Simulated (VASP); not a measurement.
# CaSe (Fm-3m) in VASP: notebook

Runs on CaSe. Level: PBEsol. Tasks: relaxation of cell and atoms.

Everything below comes from runs of VASP 6.6.1. Logs are shortened: lines on timing, memory, paths and dates and some standing lists are left out, and cuts for length are marked.

## (1) The cell of the first run

The structure is cubic, space group Fm-3m (No. 225). The conventional cell has a = 5.869 Å, b = 5.869 Å, c = 5.869 Å, α = 90.00°, β = 90.00°, γ = 90.00°. Ca (site symmetry m-3m) has 6 Se at 2.93 Å within 3.9 Å. Se (site symmetry m-3m) has 6 Ca at 2.93 Å within 3.9 Å.

## (2) Relaxation of cell and atoms, PBEsol, target pressure 4 GPa, at which the enthalpy is minimised

Contents of INCAR:

```
SYSTEM = CaSe
  PREC = Accurate
  ENCUT = 600
  EDIFF = 1E-7
  ISMEAR = 0
  SIGMA = 0.01
  LREAL = .FALSE.
  LASPH = .TRUE.
  NELM = 80
  ALGO = Normal
  ISIF = 3
  LWAVE = .FALSE.
  LCHARG = .FALSE.
  GGA = PS
  IBRION = 2
  NSW = 100
  EDIFFG = -0.002
  PSTRESS = 40.0
```

Contents of KPOINTS:

```
Automatic mesh
0
G
  8 8 8
  0 0 0
```

Contents of POSCAR:

```
CaSe
1.0
    2.9344505834      2.9344505834      0.0000000000
   -2.9344505834      2.9344505834      0.0000000000
    0.0000000000      2.9344505834      2.9344505834
Ca Se
1 1
Direct
    0.0000000000      0.0000000000      0.0000000000
    0.5000000000      0.5000000000      0.0000000000
```

Potentials or basis: VASP PAW PBE potentials, release 64 (Ca_sv, Se).

Started as:

```sh
$ cat potpaw_PBE.64/Ca_sv/POTCAR potpaw_PBE.64/Se/POTCAR > POTCAR
$ mpirun -np 1 vasp_std > vasp.out
```

OUTCAR:

```text
SYSTEM = CaSe
   PREC = Accurate
   ENCUT = 600
   EDIFF = 1E-7
   ISMEAR = 0
   LREAL = .FALSE.
   LASPH = .TRUE.
   NELM = 80
   ISIF = 3
   GGA = PS
   IBRION = 2
   NSW = 100
   EDIFFG = -0.002
   PSTRESS = 40.0

 ion  position               nearest neighbor table
   1  0.000  0.000  0.000-   2 2.93   2 2.93   2 2.93   2 2.93   2 2.93   2 2.93
   2  0.500  0.500  0.000-   1 2.93   1 2.93   1 2.93   1 2.93   1 2.93   1 2.93

  LATTYP: Found a face centered cubic cell.
 ALAT       =     5.8689011668

  Lattice vectors:

 A1 = (   0.0000000000,   2.9344505834,   2.9344505834)
 A2 = (   2.9344505834,   0.0000000000,   2.9344505834)
 A3 = (   2.9344505834,   2.9344505834,   0.0000000000)

Analysis of symmetry for initial positions (statically):
=====================================================================
 Subroutine PRICEL returns:
 Original cell was already a primitive cell.

 Routine SETGRP: Setting up the symmetry group for a
 face centered cubic supercell.

 Subroutine GETGRP returns: Found 48 space group operations
 (whereof 48 operations were pure point group operations)
 out of a pool of 48 trial point group operations.

The static configuration has the point symmetry O_h .

Analysis of symmetry for dynamics (positions and initial velocities):
=====================================================================
 Subroutine PRICEL returns:
 Original cell was already a primitive cell.

 Routine SETGRP: Setting up the symmetry group for a
 face centered cubic supercell.

 Subroutine GETGRP returns: Found 48 space group operations
 (whereof 48 operations were pure point group operations)
 out of a pool of 48 trial point group operations.

The dynamic configuration has the point symmetry O_h .

 Subroutine INISYM returns: Found 48 space group operations
 (whereof 48 operations are pure point group operations),
 and found     1 'primitive' translations

----------------------------------------------------------------------------------------

                                     Primitive cell

  volume of cell :      50.5371

  direct lattice vectors                    reciprocal lattice vectors
     2.934450583  2.934450583  0.000000000     0.170389647  0.170389647 -0.170389647
    -2.934450583  2.934450583  0.000000000    -0.170389647  0.170389647 -0.170389647
     0.000000000  2.934450583  2.934450583     0.000000000  0.000000000  0.340779295
[... 101 lines left out ...]
   IALGO  =     38    algorithm
   IMIX   =      4    mixing-type and parameters
     AMIX     =   0.40;   BMIX     =  1.00
     AMIX_MAG =   1.60;   BMIX_MAG =  1.00
  volume/ion in A,a.u.               =      25.27       170.52
  Fermi-wavevector in a.u.,A,eV,Ry     =   1.115779  2.108516 16.938735  1.244962
  Thomas-Fermi vector in A             =   2.252386
   LORBIT       =      0    0 simple, 1 ext, 2 COOP (PROOUT), +10 PAW based schemes
   GGA     = PS    functional components
   LHFCALC =     F    Hartree Fock is set to
   AEXX    =    0.0000 exact exchange contribution
   IVDW    =     0    specifies the selected vdW correction
   LEPSILON=     F    determine dielectric tensor
   LRPA    =     F    only Hartree local field effects (RPA)
 conjugate gradient relaxation of ions
 non-spin polarized calculation
 Gauss-broadening in eV      SIGMA  =   0.01
  energy-cutoff  :      600.00
  volume of cell :       50.54
 maximum number of plane-waves:      1708
 NGX is ok and might be reduce to    36
   NGX = 17   NGY = 17   NGZ = 17

--------------------------------------- Ionic step        1  -------------------------------------------

 number of electron      16.0000000 magnetization

 Free energy of the ion-electron system (eV)
  ---------------------------------------------------
  ext. energy  EPLUGINS =         0.00000000
  ---------------------------------------------------
  free energy    TOTEN  =       -10.07447621 eV

  energy without entropy =      -10.07447621  energy(sigma->0) =      -10.07447621

------------------------ aborting loop because EDIFF is reached ----------------------------------------

  FORCE on cell =-STRESS in cart. coord.  units (eV):
  Direction    XX          YY          ZZ          XY          YZ          ZX
  --------------------------------------------------------------------------------------
  -------------------------------------------------------------------------------------
  Total        0.0670026      0.0670026      0.0670026     -0.0000000     -0.0000000      0.0000000
  in kB        2.1241823      2.1241823      2.1241823     -0.0000000     -0.0000000      0.0000000
  external PRESSURE =     -37.8758177 kB  Pullay stress =      40.0000000 kB
[... 63 lines left out ...]
--------------------------------------- Ionic step        3  -------------------------------------------

 number of electron      16.0000001 magnetization

 Free energy of the ion-electron system (eV)
  ---------------------------------------------------
  ext. energy  EPLUGINS =         0.00000000
  ---------------------------------------------------
  free energy    TOTEN  =       -10.03579685 eV

  energy without entropy =      -10.03579685  energy(sigma->0) =      -10.03579685

 E-fermi :   3.0746     XC(G=0):  -9.7014

 val. band max:        2.9732441189   @ k =   0.0000   0.0000   0.0000
 cond. band min:       4.6588301496   @ k =   0.5000   0.5000   0.0000
 fundamental gap:      1.6855860306
 Fermi energy:         3.0745634573

 k-point     1 :       0.0000    0.0000    0.0000
  band No.  band energies     occupation
      1     -36.3225      2.00000
      2     -17.4151      2.00000
      3     -17.4151      2.00000
      4     -17.4151      2.00000
      5      -9.1746      2.00000
      6       2.9732      2.00000
      7       2.9732      2.00000
      8       2.9732      2.00000
      9       6.5602      0.00000
     10       6.5602      0.00000
     11       6.5602      0.00000
     12       6.6413      0.00000
[... 331 lines left out ...]
 k-point    24 :       0.5000    0.2500    0.1250
  band No.  band energies     occupation
      1     -36.3092      2.00000
      2     -17.5607      2.00000
      3     -17.4646      2.00000
      4     -17.4401      2.00000
      5      -8.3159      2.00000
      6      -0.2032      2.00000
      7       1.1122      2.00000
      8       1.5374      2.00000
      9       7.4652      0.00000
     10       7.7757      0.00000
     11       8.9084      0.00000
     12       9.2748      0.00000

 [... further k-points ...]

------------------------ aborting loop because EDIFF is reached ----------------------------------------

  FORCE on cell =-STRESS in cart. coord.  units (eV):
  Direction    XX          YY          ZZ          XY          YZ          ZX
  --------------------------------------------------------------------------------------
  -------------------------------------------------------------------------------------
  Total        1.1857912      1.1857912      1.1857912      0.0000000      0.0000000     -0.0000000
  in kB       40.0374570     40.0374570     40.0374570      0.0000000      0.0000000     -0.0000000
  external PRESSURE =       0.0374570 kB  Pullay stress =      40.0000000 kB
[... 21 lines left out ...]
  energy  without entropy=      -10.0357968478  energy(sigma->0) =      -10.03579685

  enthalpy is  TOTEN    =        -8.8511150258 eV   P V=        1.1846818221

 reached required accuracy - stopping structural energy minimisation
```

CONTCAR:

```text
CaSe
   1.00000000000000
     2.8734751125118843    2.8734751125118843    0.0000000000000000
    -2.8734751125118843    2.8734751125118843   -0.0000000000000000
    -0.0000000000000000    2.8734751125118843    2.8734751125118843
  Ca              Se
     1     1
Direct
     0.0000000000000000    0.0000000000000000    0.0000000000000000
     0.5000000000000000    0.5000000000000000    1.0000000000000000

  0.00000000E+00  0.00000000E+00  0.00000000E+00
  0.00000000E+00  0.00000000E+00  0.00000000E+00
```

It took 66 s on 1 thread of AMD EPYC 7R13 (Zen 3), shared host; peak memory 0.19 GiB.

Results:

```
Free energy                                                : -10.0358 eV
Relaxed volume                                             : 23.73 Å³/atom
Relaxed cell                                               : a = 4.064 Å, b = 4.064 Å, c = 4.064 Å, α = 60.00°, β = 60.00°, γ = 90.00°
Space group after relaxing (to 0.1 Å)                      : Fm-3m (No. 225)
Energy change on relaxing (the run minimises the enthalpy) : +19.3 meV/atom
Ionic steps                                                : 3
Pressure after relaxing                                    : 4.0 GPa
Band gap on the k mesh                                     : 1.69 eV (least direct gap 2.72 eV)
```

Step by step:
| step | energy change (eV) | largest force (eV/Å) | pressure (GPa) | volume (Å³) |
| --- | --- | --- | --- | --- |
| 1 | 0.0000 | 0.0000 | 0.21 | 50.54 |
| 2 | 0.0739 | 0.0000 | 5.77 | 46.29 |
| 3 | 0.0387 | 0.0000 | 4.00 | 47.45 |

Final structure:
```xyz
2
Lattice="2.8735 2.8735 0.0000 -2.8735 2.8735 0.0000 0.0000 2.8735 2.8735" Properties=species:S:1:pos:R:3 pbc="T T T"
Ca    0.0000    0.0000    0.0000
Se    0.0000    5.7470    2.8735
```

Caveat: the cell is relaxed towards a set pressure, so the run minimises the enthalpy, not the energy; the PAW data sets were made with another functional, which shifts forces and pressure a little. A k mesh can miss the band edges.

## (3) Relaxation of cell and atoms, PBEsol, target pressure 7 GPa, at which the enthalpy is minimised

Contents of INCAR:

```
SYSTEM = CaSe
PREC     = Accurate       ! precision mode
ENCUT    = 600            ! plane-wave cutoff, eV
EDIFF    = 1E-6           ! SCF threshold, eV
ISMEAR   = 0              ! smearing method
SIGMA    = 0.01           ! smearing width, eV
LREAL    = .False.        ! projectors in reciprocal space
LASPH    = .True.         ! aspherical terms in the spheres
NELM     = 80             ! most SCF steps
ALGO     = Normal         ! electronic algorithm
ISIF     = 3              ! what is computed and relaxed
LWAVE    = .False.        ! write WAVECAR
LCHARG   = .False.        ! write CHGCAR
GGA      = PS             ! functional
IBRION   = 2              ! ionic algorithm
NSW      = 100            ! ionic steps
EDIFFG   = -0.002         ! ionic threshold
PSTRESS  = 70.0
```

Contents of KPOINTS:

```
regular mesh
0
Gamma
  8 8 8
  0 0 0
```

POSCAR is that of step 2.

Potentials or basis: VASP PAW PBE potentials, release 64 (Ca_sv, Se).

Started as:

```sh
$ cat potpaw_PBE.64/Ca_sv/POTCAR potpaw_PBE.64/Se/POTCAR > POTCAR
$ mpirun -np 1 vasp_std > vasp.out
```

Wall time 91 s (1 thread of AMD EPYC 7R13 (Zen 3), shared host); peak memory 0.19 GiB.

It converged, with:

* Free energy: -9.9714 eV
* Relaxed volume: 22.78 Å³/atom
* Relaxed cell: a = 4.009 Å, b = 4.009 Å, c = 4.009 Å, α = 60.00°, β = 60.00°, γ = 90.00°
* Space group after relaxing (to 0.1 Å): Fm-3m (No. 225)
* Energy change on relaxing (the run minimises the enthalpy): +51.5 meV/atom
* Ionic steps: 6
* Pressure after relaxing: 7.0 GPa
* Band gap on the k mesh: 1.55 eV (least direct gap 2.62 eV)

Step by step:
| step | energy change (eV) | largest force (eV/Å) | pressure (GPa) | volume (Å³) |
| --- | --- | --- | --- | --- |
| 1 | 0.0000 | 0.0000 | 0.21 | 50.54 |
| 2 | 0.2459 | 0.0000 | 11.87 | 43.11 |
| 3 | 0.1027 | 0.0000 | 6.98 | 45.57 |
| 4 | 0.1070 | 0.0000 | 7.15 | 45.47 |
| 5 | 0.1012 | 0.0000 | 6.93 | 45.60 |
| 6 | 0.1031 | 0.0000 | 6.99 | 45.56 |

Final structure:
```
CELL_PARAMETERS angstrom
2.83475 2.83475 0.00000
-2.83475 2.83475 0.00000
0.00000 2.83475 2.83475
ATOMIC_POSITIONS crystal
Ca 0.00000 0.00000 0.00000
Se 0.50000 0.50000 0.00000
```

Levels at points of the mesh, in eV from the valence-band top:
```csv
k point,band 6,band 7,band 8,band 9,band 10,band 11
"(0.00, 0.00, 0.00)",0.00,0.00,0.00,3.54,3.54,3.54
"(0.50, 0.00, 0.00)",-3.86,-1.52,-1.52,4.57,5.77,5.77
"(0.50, 0.50, 0.00)",-2.89,-1.07,-1.07,1.55,5.22,5.51
```

Caveat: the cell is relaxed towards a set pressure, so the run minimises the enthalpy, not the energy; the PAW data sets were made with another functional, which shifts forces and pressure a little. A k mesh can miss the band edges.

## (4) Relaxation of cell and atoms, PBEsol, target pressure 10 GPa, at which the enthalpy is minimised

Contents of INCAR:

```
SYSTEM = CaSe
  PREC = Accurate
  ENCUT = 600
  EDIFF = 1E-7
  ISMEAR = 0
  SIGMA = 0.01
  LREAL = .FALSE.
  LASPH = .TRUE.
  NELM = 100
  ALGO = Normal
  ISIF = 3
  LWAVE = .FALSE.
  LCHARG = .FALSE.
  GGA = PS
  IBRION = 2
  NSW = 100
  EDIFFG = -0.002
  PSTRESS = 100.0
```

Contents of KPOINTS:

```
Automatic mesh
0
G
  8 8 8
  0 0 0
```

POSCAR is that of step 3.

Started as:

```sh
$ cat potpaw_PBE.64/Ca_sv/POTCAR potpaw_PBE.64/Se/POTCAR > POTCAR
$ mpirun -np 1 vasp_std > vasp.out
```

Run time: 1.9 min. Hardware: 1 thread of AMD EPYC 7R13 (Zen 3), shared host; peak memory 0.19 GiB.

The run converged. Its results:

```yaml
Free_energy: -9.8877 eV
Relaxed_volume: 21.99 Å³/atom
Relaxed_cell: a = 3.962 Å, b = 3.962 Å, c = 3.962 Å, α = 60.00°, β = 60.00°, γ = 90.00°
Space_group_after_relaxing_to_0.1_Å: Fm-3m (No. 225)
Energy_change_on_relaxing_the_run_minimises_the_enthalpy: +93.4 meV/atom
Ionic_steps: 6
Pressure_after_relaxing: 10.0 GPa
Band_gap_on_the_k_mesh: 1.43 eV (least direct gap 2.53 eV)
```

The path:
| step | energy change (eV) | largest force (eV/Å) | pressure (GPa) | volume (Å³) |
| --- | --- | --- | --- | --- |
| 1 | 0.0000 | 0.0000 | 0.21 | 50.54 |
| 2 | 0.5436 | 0.0000 | 19.97 | 40.07 |
| 3 | 0.1835 | 0.0000 | 9.89 | 44.03 |
| 4 | 0.1912 | 0.0000 | 10.15 | 43.90 |
| 5 | 0.1838 | 0.0000 | 9.90 | 44.02 |
| 6 | 0.1868 | 0.0000 | 10.00 | 43.97 |

Final structure:
```
Ca Se
1.0
     2.80148    2.80148    0.00000
    -2.80148    2.80148    0.00000
     0.00000    2.80148    2.80148
Ca Se
1 1
Direct
  0.00000 0.00000 0.00000
  0.50000 0.50000 0.00000
```

Levels at points of the mesh, in eV from the valence-band top:
```csv
k point,band 6,band 7,band 8,band 9,band 10,band 11
"(0.00, 0.00, 0.00)",0.00,0.00,0.00,3.49,3.49,3.49
"(0.50, 0.00, 0.00)",-4.02,-1.62,-1.62,4.62,5.83,5.83
"(0.50, 0.50, 0.00)",-2.99,-1.10,-1.10,1.43,5.26,5.67
```

Caveat: the cell is relaxed towards a set pressure, so the run minimises the enthalpy, not the energy; the PAW data sets were made with another functional, which shifts forces and pressure a little.

(Part 1 of 2 ends here.)
